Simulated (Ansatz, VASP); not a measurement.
BP: VASP beside Ansatz

INCAR

```
SYSTEM = BP
PREC = Accurate ; ENCUT = 520
EDIFF = 1E-7 ; ISMEAR = -1
SIGMA = 0.05 ; LREAL = .False.
LASPH = .True. ; NELM = 60
ALGO = Normal ; ISIF = 2
LWAVE = .False. ; LCHARG = .True.
LELF = .True. ; LVHAR = .True.
NBANDS = 11
```

KPOINTS

```
regular mesh
0
Gamma
  10 10 10
  0 0 0
```

Contents of POSCAR:

```
BP
1.0
    0.0000000000      2.2537713532      2.2537713532
    2.2537713532      0.0000000000      2.2537713532
    2.2537713532      2.2537713532      0.0000000000
P B
1 1
Direct
    0.7500000000      0.7500000000      0.7500000000
    0.0000000000      0.0000000000      0.0000000000
```

input.yaml

```yaml
crystal:
  lattice:
    - [0.0, 2.2537713532, 2.2537713532]
    - [2.2537713532, 0.0, 2.2537713532]
    - [2.2537713532, 2.2537713532, 0.0]
  atoms:
    - { symbol: P, position: [0.75, 0.75, 0.75] }
    - { symbol: B, position: [0.0, 0.0, 0.0] }
hamiltonian:
  xc: lda
  pseudopotentials: { kind: paw, xc_functional: lda, accuracy: standard }
kpoints:
  mp_grid: { grid: [10, 10, 10] }
scf:
  occupations: { method: fermi_dirac, width: 0.05 }
output:
  forces: true
  stress: true
  eigenvalues: true
  write_density: true
  write_potential: true
  elf: true
  volumetric_format: npy
```

Alike in both runs: task single point; functional LDA; k mesh 10 × 10 × 10; occupations fermi-dirac, width 0.05 eV; no spin polarisation.

|  | VASP | Ansatz |
| --- | --- | --- |
| version | VASP 6.6.1 | Ansatz 0.2.0 |
| potentials or method | VASP PAW LDA potentials, release 64 (P, B) | JTH PAW LDA |
| plane-wave cutoff (eV) | 520 | 870 |
| valence electrons in the cell | 8 | 8 |

```tsv
	VASP	Ansatz	Ansatz less VASP
gap on the k mesh at the Fermi level (eV)	1.16	1.16	+0.001
least direct gap on the mesh (eV)	3.41	3.41	-0.001
pressure (GPa)	-2.1	-2.0	+0.02
```

LDA's correlation is that of Perdew and Zunger in VASP and of Perdew and Wang (1992) in Ansatz.
